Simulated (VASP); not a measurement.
# Ru (Im-3m) in VASP: a series of runs, part 2 of 2

VASP 6.6.1.

## Step 3: Single point, BLYP (volume scaled by 0.88)

INCAR

```
PREC     = Accurate       # precision mode
ENCUT    = 520            # plane-wave cutoff, eV
EDIFF    = 1E-6           # SCF threshold, eV
ISMEAR   = -1             # smearing method
SIGMA    = 0.1            # smearing width, eV
LREAL    = F              # projectors in reciprocal space
LASPH    = T              # aspherical terms in the spheres
NELM     = 60             # most SCF steps
ALGO     = Normal         # electronic algorithm
ISIF     = 2              # what is computed and relaxed
LWAVE    = F              # write WAVECAR
LCHARG   = F              # write CHGCAR
GGA      = B5             # functional
ALDAX    = 1.0          
AGGAX    = 1.0          
AGGAC    = 1.0          
ALDAC    = 0.0          
NBANDS   = 13             # bands
```

KPOINTS

```
regular mesh
0
Gamma
  16 16 16
```

POSCAR

```
Ru
1.0
   -1.4876305328      1.4876305328      1.4876305328
    1.4876305328     -1.4876305328      1.4876305328
    1.4876305328      1.4876305328     -1.4876305328
Ru
1
Direct
    0.0000000000      0.0000000000      0.0000000000
```

Potentials or basis: VASP PAW PBE potentials, release 64 (Ru_pv).

Run with:

```console
$ cat potpaw_PBE.64/Ru_pv/POTCAR > POTCAR
$ mpirun -np 1 vasp_std > vasp.out
```

Run time: 30 s. Hardware: 1 thread of Intel Xeon 8259CL, shared host; peak memory 0.14 GiB.

It converged, with:

- Free energy: -7.1649 eV
- Pressure: 42.6 GPa
- Band gap on the k mesh: zero (band 7 reaches 16.09 eV, above the bottom of band 8 at 12.25 eV)

Levels at points of the mesh, in eV from the Fermi level:
```csv
k point,band 4,band 5,band 6,band 7,band 8,band 9,band 10,band 11
"(0.00, 0.00, 0.00)",-8.11,-3.07,-3.07,-3.07,-0.12,-0.12,10.18,17.45
"(0.50, 0.00, 0.00)",-6.57,-4.95,-0.13,0.39,1.55,2.65,10.16,11.10
"(0.50, 0.50, 0.50)",-6.75,-6.75,1.97,1.97,1.97,9.89,9.89,9.89
```

Caveat: the PAW data sets were made with another functional, which shifts forces and pressure a little.

## Step 4: Single point, BLYP (volume scaled by 0.92)

INCAR

```
AGGAC    = 1.0          
AGGAX    = 1.0          
ALDAC    = 0.0          
ALDAX    = 1.0          
ALGO     = Normal         # electronic algorithm
EDIFF    = 1E-6           # SCF threshold, eV
ENCUT    = 520            # plane-wave cutoff, eV
GGA      = B5             # functional
ISIF     = 2              # what is computed and relaxed
ISMEAR   = -1             # smearing method
LASPH    = True           # aspherical terms in the spheres
LCHARG   = False          # write CHGCAR
LREAL    = False          # projectors in reciprocal space
LWAVE    = False          # write WAVECAR
NBANDS   = 13             # bands
NELM     = 80             # most SCF steps
PREC     = Accurate       # precision mode
SIGMA    = 0.1            # smearing width, eV
```

KPOINTS

```
k-points
0
Gamma
  16 16 16
```

POSCAR

```
Ru
1.0
   -1.5098372475      1.5098372475      1.5098372475
    1.5098372475     -1.5098372475      1.5098372475
    1.5098372475      1.5098372475     -1.5098372475
Ru
1
Direct
    0.0000000000      0.0000000000      0.0000000000
```

Potentials or basis: VASP PAW PBE potentials, release 64 (Ru_pv).

Run with:

```console
$ cat potpaw_PBE.64/Ru_pv/POTCAR > POTCAR
$ mpirun -np 1 vasp_std > vasp.out
```

OUTCAR:

```text
EDIFF = 1E-6
   ENCUT = 520
   GGA = B5
   ISIF = 2
   ISMEAR = -1
   LASPH = True
   LREAL = False
   NELM = 80
   PREC = Accurate

 ion  position               nearest neighbor table
   1  0.000  0.000  0.000-

  LATTYP: Found a body centered cubic cell.
 ALAT       =     3.0196744950

  Lattice vectors:

 A1 = (  -1.5098372475,   1.5098372475,   1.5098372475)
 A2 = (   1.5098372475,  -1.5098372475,   1.5098372475)
 A3 = (   1.5098372475,   1.5098372475,  -1.5098372475)

[... 552 lines left out ...]
      5       9.1997      2.00000
      6      10.4757      2.00000
      7      12.6882      1.99475
      8      13.7811      0.01352
      9      16.3196      0.00000
     10      23.5078      0.00000
     11      26.9581      0.00000
     12      28.3841      0.00000
     13      32.0864      0.00000

 [... further k-points ...]
[... 5 lines left out ...]
  --------------------------------------------------------------------------------------
  -------------------------------------------------------------------------------------
  Total        2.1665383      2.1665383      2.1665383     -0.0000000     -0.0000000     -0.0000000
  in kB      252.1311773    252.1311773    252.1311773     -0.0000000     -0.0000000     -0.0000000
  external PRESSURE =     252.1311773 kB  Pullay stress =       0.0000000 kB

 VOLUME and BASIS-vectors are now :
 -----------------------------------------------------------------------------
  energy-cutoff  :      520.00
  volume of cell :       13.77
      direct lattice vectors                 reciprocal lattice vectors
    -1.509837247  1.509837247  1.509837247     0.000000000  0.331161521  0.331161521
     1.509837247 -1.509837247  1.509837247     0.331161521  0.000000000  0.331161521
     1.509837247  1.509837247 -1.509837247     0.331161521  0.331161521  0.000000000

 POSITION                                       TOTAL-FORCE (eV/Angst)
 -----------------------------------------------------------------------------------
      0.00000      0.00000      0.00000        -0.000000     -0.000000      0.000000
 -----------------------------------------------------------------------------------
    total drift:                                0.000000     -0.000000      0.000000

  FREE ENERGIE OF THE ION-ELECTRON SYSTEM (eV)
  ---------------------------------------------------
  free  energy   TOTEN  =        -7.2907746514 eV

  energy  without entropy=       -7.2255237953  energy(sigma->0) =       -7.25814922
```

OSZICAR:

```text
N       E                     dE             d eps       ncg     rms          rms(c)
DAV:   1     0.106766705999E+03    0.10677E+03   -0.85101E+03  3794   0.115E+03
DAV:   2    -0.655524853306E+01   -0.11332E+03   -0.10891E+03  4140   0.323E+02
DAV:   3    -0.779390118713E+01   -0.12387E+01   -0.12314E+01  4265   0.371E+01
DAV:   4    -0.779746454840E+01   -0.35634E-02   -0.35633E-02  4150   0.213E+00
DAV:   5    -0.779748767761E+01   -0.23129E-04   -0.23129E-04  4215   0.157E-01    0.124E+01
DAV:   6    -0.732612384800E+01    0.47136E+00   -0.81220E-01  3890   0.114E+01    0.411E+00
DAV:   7    -0.729396858157E+01    0.32155E-01   -0.56720E-02  4215   0.280E+00    0.131E+00
DAV:   8    -0.729110334970E+01    0.28652E-02   -0.57781E-03  3845   0.102E+00    0.272E-01
DAV:   9    -0.729076915629E+01    0.33419E-03   -0.21047E-04  3910   0.199E-01    0.145E-02
DAV:  10    -0.729077438995E+01   -0.52337E-05   -0.63366E-06  4265   0.323E-02    0.319E-03
DAV:  11    -0.729077465142E+01   -0.26147E-06   -0.55574E-07  2080   0.100E-02
   1 F= -.72907747E+01 E0= -.72581492E+01  d E =-.652509E-01
```

Run time: 33 s. Hardware: 1 thread of Intel Xeon 8259CL, shared host; peak memory 0.14 GiB.

What came out:

| Quantity | Value |
| --- | --- |
| Free energy | -7.2908 eV |
| Pressure | 25.2 GPa |
| Band gap on the k mesh | zero (band 7 reaches 15.12 eV, above the bottom of band 8 at 11.57 eV) |

Levels at points of the mesh, in eV from the Fermi level:
| k point | band 5 | band 6 | band 7 | band 8 | band 9 | band 10 |
| --- | --- | --- | --- | --- | --- | --- |
| (0.00, 0.00, 0.00) | -2.88 | -2.88 | -2.88 | -0.10 | -0.10 | 10.23 |
| (0.50, 0.00, 0.00) | -4.64 | -0.13 | 0.36 | 1.50 | 2.47 | 10.18 |
| (0.50, 0.50, 0.50) | -6.31 | 1.84 | 1.84 | 1.84 | 9.61 | 9.61 |

Caveat: the PAW data sets were made with another functional, which shifts forces and pressure a little.

## Step 5: Summary

| cell | k mesh | gap on the mesh (eV) | pressure (GPa) |
| --- | --- | --- | --- |
| a = 2.689 Å, angles 109.5°, 1 atom | 15 × 15 × 15 | none | 0.5 |
| a = 2.577 Å, angles 109.5°, 1 atom | 16 × 16 × 16 | none | 42.6 |
| a = 2.615 Å, angles 109.5°, 1 atom | 16 × 16 × 16 | none | 25.2 |

Alike in all rows: task single point; level BLYP; potentials or basis VASP PAW PBE potentials, release 64 (Ru_pv); no spin polarisation; cutoff (eV) 520; smearing fermi-dirac 0.1 eV.

Caveats: the PAW data sets were made with another functional, which shifts forces and pressure a little.

Total energies depend on the potentials used, so only differences within one code and one set of settings carry meaning.
